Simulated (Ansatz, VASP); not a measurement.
Tc in VASP and in Ansatz

Contents of INCAR:

```
ALGO     = Normal         # electronic algorithm
EDIFF    = 1E-6           # SCF threshold, eV
ENCUT    = 520            # plane-wave cutoff, eV
GGA      = PS             # functional
ISIF     = 2              # what is computed and relaxed
ISMEAR   = -1             # smearing method
LASPH    = T              # aspherical terms in the spheres
LCHARG   = T              # write CHGCAR
LELF     = T              # ELF
LREAL    = F              # projectors in reciprocal space
LVHAR    = T            
LWAVE    = F              # write WAVECAR
NBANDS   = 12             # bands
NELM     = 60             # most SCF steps
PREC     = Accurate       # precision mode
SIGMA    = 0.03           # smearing width, eV
```

The input KPOINTS:

```
k-points
0
Gamma
  18 18 18
```

POSCAR

```
Tc
1.0
    0.0000000000      1.9564784529      1.9564784529
    1.9564784529      0.0000000000      1.9564784529
    1.9564784529      1.9564784529      0.0000000000
Tc
1
Direct
    0.0000000000      0.0000000000      0.0000000000
```

Input for Ansatz:

```yaml
crystal:
  lattice:
    - [0.0, 1.9564784529, 1.9564784529]
    - [1.9564784529, 0.0, 1.9564784529]
    - [1.9564784529, 1.9564784529, 0.0]
  atoms:
    - { symbol: Tc, position: [0.0, 0.0, 0.0] }
kpoints:
  mp_grid: { grid: [18, 18, 18] }
  band_path:
    path:
      - [0.0, 0.0, 0.0]
      - [0.5, 0.0, 0.5]
      - [0.625, 0.25, 0.625]
      - [0.375, 0.375, 0.75]
      - [0.0, 0.0, 0.0]
      - [0.5, 0.5, 0.5]
      - [0.5, 0.25, 0.75]
      - [0.5, 0.0, 0.5]
    npoints: 5
scf:
  occupations: { method: fermi_dirac, width: 0.03 }
hamiltonian:
  xc: pbesol
  pseudopotentials: { kind: all_electron, lapw: { basis_error: 0.00025 } }
output:
  forces: true
  stress: true
  eigenvalues: true
```

Change from the starting cell: volume scaled by 1.01.

Alike in both runs: task single point; functional PBEsol; k mesh 18 × 18 × 18; occupations fermi-dirac, width 0.03 eV; no spin polarisation.

```csv
,VASP,Ansatz
version,VASP 6.6.1,Ansatz 0.2.0
potentials or method,"VASP PAW PBE potentials, release 64 (Tc_pv), cutoff 520 eV","all-electron LAPW, scalar-relativistic"
```

VASP gave:

| Quantity | Value |
| --- | --- |
| pressure (GPa) | -18.2 |

Problem. Which values does Ansatz return?

Solution. Pressure (GPa): -17.6.

VASP's potentials were made for PBE, not for PBEsol. Ansatz ran all-electron here, and VASP with PAW potentials.
